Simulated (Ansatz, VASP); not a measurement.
# One calculation of Cd, two programs

```
CELL_PARAMETERS angstrom
3.06685 0.00000 0.00000
0.00000 3.06685 0.00000
0.00000 0.00000 3.06685
ATOMIC_POSITIONS crystal
Cd 0.00000 0.00000 0.00000
```

Alike in both runs: functional RPBE; k mesh 11 × 11 × 11; occupations fermi-dirac, width 0.1 eV; no spin polarisation.

Ansatz relaxed the structure, and its values are those at the end. VASP's run is a single point on that final structure, the one shown.

```csv
,VASP,Ansatz
version,VASP 6.6.1,Ansatz 0.2.0
potentials or method,"VASP PAW PBE potentials, release 64 (Cd), cutoff 500 eV","plane waves (420 eV) with PAW, scalar-relativistic"
valence electrons in the cell,12,20
```

```csv
,VASP,Ansatz,Ansatz less VASP
pressure (GPa),0.1,0.0,-0.14
```

VASP's potentials were made for PBE, not for RPBE. VASP's potentials hold 12 valence electrons a cell and Ansatz's 20, so a difference there can come from the potentials and not from the codes.
